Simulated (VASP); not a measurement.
# BAs (Pm-3m) in VASP: further runs, part 2 of 2

VASP 6.6.1.

## Step 3: Single point, r2SCAN

Contents of POSCAR:

```
BAs
1.0
    2.9251576879      0.0000000000      0.0000000000
    0.0000000000      2.9251576879      0.0000000000
    0.0000000000      0.0000000000      2.9251576879
B As
1 1
Direct
    0.0000000000      0.0000000000      0.0000000000
    0.5000000000      0.5000000000      0.5000000000
```

Contents of INCAR.step1:

```
PREC     = Accurate       # precision mode
ENCUT    = 520            # plane-wave cutoff, eV
ISMEAR   = -1             # smearing method
SIGMA    = 0.02           # smearing width, eV
LREAL    = F              # projectors in reciprocal space
LASPH    = T              # aspherical terms in the spheres
NELM     = 80             # most SCF steps
NBANDS   = 11             # bands
GGA      = PE             # functional
ALGO     = Normal         # electronic algorithm
EDIFF    = 1E-4           # SCF threshold, eV
LWAVE    = T              # write WAVECAR
LCHARG   = F              # write CHGCAR
```

Contents of INCAR.step2:

```
PREC     = Accurate       # precision mode
ENCUT    = 520            # plane-wave cutoff, eV
EDIFF    = 1E-7           # SCF threshold, eV
ISMEAR   = -1             # smearing method
SIGMA    = 0.02           # smearing width, eV
LREAL    = F              # projectors in reciprocal space
LASPH    = T              # aspherical terms in the spheres
NELM     = 80             # most SCF steps
ALGO     = Normal         # electronic algorithm
ISIF     = 2              # what is computed and relaxed
LWAVE    = F              # write WAVECAR
LCHARG   = F              # write CHGCAR
METAGGA  = R2SCAN         # meta-GGA
LMIXTAU  = T            
NBANDS   = 11             # bands
ISTART   = 1
```

Contents of KPOINTS:

```
regular mesh
0
Gamma
  6 6 6
```

Potentials or basis: VASP PAW PBE potentials, release 64 (B, As).

Launch:

```bash
$ cat potpaw_PBE.64/B/POTCAR potpaw_PBE.64/As/POTCAR > POTCAR
$ cp INCAR.step1 INCAR
$ mpirun -np 1 vasp_std > vasp.out
$ cp INCAR.step2 INCAR
$ mpirun -np 1 vasp_std > vasp.out
```

OUTCAR:

```text
PREC = Accurate
   ENCUT = 520
   EDIFF = 1E-7
   ISMEAR = -1
   LREAL = F
   LASPH = T
   NELM = 80
   ISIF = 2
   METAGGA = R2SCAN
   ISTART = 1

 ion  position               nearest neighbor table
   1  0.000  0.000  0.000-   2 2.53   2 2.53   2 2.53   2 2.53   2 2.53   2 2.53   2 2.53   2 2.53

   2  0.500  0.500  0.500-   1 2.53   1 2.53   1 2.53   1 2.53   1 2.53   1 2.53   1 2.53   1 2.53

  LATTYP: Found a simple cubic cell.
 ALAT       =     2.9251576879

  Lattice vectors:

 A1 = (   2.9251576879,   0.0000000000,   0.0000000000)
 A2 = (   0.0000000000,   2.9251576879,   0.0000000000)
 A3 = (   0.0000000000,   0.0000000000,   2.9251576879)

Analysis of symmetry for initial positions (statically):
=====================================================================
 Subroutine PRICEL returns:
 Original cell was already a primitive cell.

 Routine SETGRP: Setting up the symmetry group for a
 simple cubic supercell.

 Subroutine GETGRP returns: Found 48 space group operations
 (whereof 48 operations were pure point group operations)
 out of a pool of 48 trial point group operations.

The static configuration has the point symmetry O_h .

Analysis of symmetry for dynamics (positions and initial velocities):
=====================================================================
 Subroutine PRICEL returns:
 Original cell was already a primitive cell.

 Routine SETGRP: Setting up the symmetry group for a
 simple cubic supercell.

 Subroutine GETGRP returns: Found 48 space group operations
 (whereof 48 operations were pure point group operations)
 out of a pool of 48 trial point group operations.

The dynamic configuration has the point symmetry O_h .

 Subroutine INISYM returns: Found 48 space group operations
 (whereof 48 operations are pure point group operations),
 and found     1 'primitive' translations

----------------------------------------------------------------------------------------

                                     Primitive cell
[... 112 lines left out ...]
   LHFCALC =     F    Hartree Fock is set to
   AEXX    =    0.0000 exact exchange contribution
   IVDW    =     0    specifies the selected vdW correction
   LEPSILON=     F    determine dielectric tensor
   LRPA    =     F    only Hartree local field effects (RPA)
 non-spin polarized calculation
  energy-cutoff  :      520.00
  volume of cell :       25.03
 maximum number of plane-waves:       691
 NGX is ok and might be reduce to    24
   NGX = 11   NGY = 11   NGZ = 11

 number of electron       8.0000000 magnetization

 Free energy of the ion-electron system (eV)
  ---------------------------------------------------
  ext. energy  EPLUGINS =         0.00000000
  ---------------------------------------------------
  free energy    TOTEN  =       -18.69423360 eV

  energy without entropy =      -18.69317751  energy(sigma->0) =      -18.69370556

 E-fermi :   7.2792     XC(G=0): -12.1996

 val. band max:        7.2373620833   @ k =   0.1667   0.1667   0.0000
 cond. band min:       7.3425378268   @ k =   0.5000   0.5000   0.3333
 fundamental gap:      0.1051757435
 Fermi energy:         7.2791717446

 k-point     1 :       0.0000    0.0000    0.0000
  band No.  band energies     occupation
      1      -9.4601      2.00000
      2       6.2823      2.00000
      3       6.2823      2.00000
      4       6.2823      2.00000
      5       7.1388      1.99821
      6      13.3034      0.00000
      7      13.3034      0.00000
      8      17.3227      0.00000
      9      17.3227      0.00000
     10      17.3227      0.00000
     11      27.0235      0.00000
[... 253 lines left out ...]
 k-point    20 :       0.5000    0.5000    0.5000
  band No.  band energies     occupation
      1      -0.2448      2.00000
      2       3.9617      2.00000
      3       3.9617      2.00000
      4       3.9617      2.00000
      5       4.3680      2.00000
      6       5.1586      2.00000
      7       5.1586      2.00000
      8       5.1586      2.00000
      9      28.1532      0.00000
     10      28.1532      0.00000
     11      28.1532      0.00000

------------------------ aborting loop because EDIFF is reached ----------------------------------------

  FORCE on cell =-STRESS in cart. coord.  units (eV):
  Direction    XX          YY          ZZ          XY          YZ          ZX
  --------------------------------------------------------------------------------------
  -------------------------------------------------------------------------------------
  Total        0.3157751      0.3157751      0.3157751      0.0000000     -0.0000000      0.0000000
  in kB       20.2134556     20.2134556     20.2134556      0.0000000     -0.0000000      0.0000000
  external PRESSURE =      20.2134556 kB  Pullay stress =       0.0000000 kB

 VOLUME and BASIS-vectors are now :
 -----------------------------------------------------------------------------
  energy-cutoff  :      520.00
  volume of cell :       25.03
      direct lattice vectors                 reciprocal lattice vectors
     2.925157688  0.000000000  0.000000000     0.341861912  0.000000000  0.000000000
     0.000000000  2.925157688  0.000000000     0.000000000  0.341861912  0.000000000
     0.000000000  0.000000000  2.925157688     0.000000000  0.000000000  0.341861912

 POSITION                                       TOTAL-FORCE (eV/Angst)
 -----------------------------------------------------------------------------------
      0.00000      0.00000      0.00000         0.000000      0.000000      0.000000
      1.46258      1.46258      1.46258         0.000000      0.000000      0.000000
 -----------------------------------------------------------------------------------
    total drift:                                0.000000     -0.000000     -0.000000

  FREE ENERGIE OF THE ION-ELECTRON SYSTEM (eV)
  ---------------------------------------------------
  free  energy   TOTEN  =       -18.6942336026 eV

  energy  without entropy=      -18.6931775094  energy(sigma->0) =      -18.69370556
```

OUTCAR.step1:

```text
PREC = Accurate
   ENCUT = 520
   ISMEAR = -1
   LREAL = F
   LASPH = T
   NELM = 80
[... 493 lines left out ...]
 -----------------------------------------------------------------------------------
      0.00000      0.00000      0.00000         0.000000      0.000000      0.000000
      1.46258      1.46258      1.46258         0.000000      0.000000      0.000000
 -----------------------------------------------------------------------------------
    total drift:                                0.000000     -0.000000     -0.000000

  FREE ENERGIE OF THE ION-ELECTRON SYSTEM (eV)
  ---------------------------------------------------
  free  energy   TOTEN  =        -8.3812937647 eV

  energy  without entropy=       -8.3792488867  energy(sigma->0) =       -8.38027133
```

OSZICAR.step1:

```text
N       E                     dE             d eps       ncg     rms          rms(c)
DAV:   1     0.129679063478E+02    0.12968E+02   -0.37660E+03   440   0.651E+02
DAV:   2    -0.793476563472E+01   -0.20903E+02   -0.19604E+02   644   0.994E+01
DAV:   3    -0.849556782225E+01   -0.56080E+00   -0.55910E+00   523   0.146E+01
DAV:   4    -0.849702256979E+01   -0.14547E-02   -0.14545E-02   509   0.762E-01
DAV:   5    -0.849702348123E+01   -0.91144E-06   -0.91195E-06   452   0.225E-02    0.332E+00
DAV:   6    -0.838473827810E+01    0.11229E+00   -0.37115E-01   458   0.219E+00    0.180E+00
DAV:   7    -0.838199236442E+01    0.27459E-02   -0.33106E-02   500   0.905E-01    0.895E-01
DAV:   8    -0.838150321103E+01    0.48915E-03   -0.43065E-03   476   0.364E-01    0.707E-02
DAV:   9    -0.838129418560E+01    0.20903E-03   -0.13016E-03   479   0.138E-01    0.248E-02
DAV:  10    -0.838129376472E+01    0.42088E-06   -0.95556E-05   268   0.490E-02
   1 F= -.83812938E+01 E0= -.83802713E+01  d E =-.204488E-02
```

It took 24 s on 1 thread of Intel Xeon 6975P-C, shared host; peak memory 0.14 GiB.

Results:

| Item | Value |
| --- | --- |
| Free energy | -18.6942 eV |
| Pressure | 2.0 GPa |
| Band gap on the k mesh | zero (band 4 reaches 10.29 eV, above the bottom of band 5 at 4.37 eV) |

Levels at points of the mesh, in eV from the Fermi level:
| k point | band 1 | band 2 | band 3 | band 4 | band 5 | band 6 | band 7 | band 8 |
| --- | --- | --- | --- | --- | --- | --- | --- | --- |
| (0.00, 0.00, 0.00) | -16.74 | -1.00 | -1.00 | -1.00 | -0.14 | 6.02 | 6.02 | 10.04 |
| (0.50, 0.00, 0.00) | -13.52 | -10.82 | 3.01 | 3.01 | 3.34 | 3.34 | 3.85 | 4.85 |
| (0.50, 0.50, 0.00) | -10.29 | -7.29 | -7.29 | -5.99 | 4.45 | 5.36 | 7.77 | 7.77 |
| (0.50, 0.50, 0.50) | -7.52 | -3.32 | -3.32 | -3.32 | -2.91 | -2.12 | -2.12 | -2.12 |

Caveat: the PAW data sets were made with another functional, which shifts forces and pressure a little.
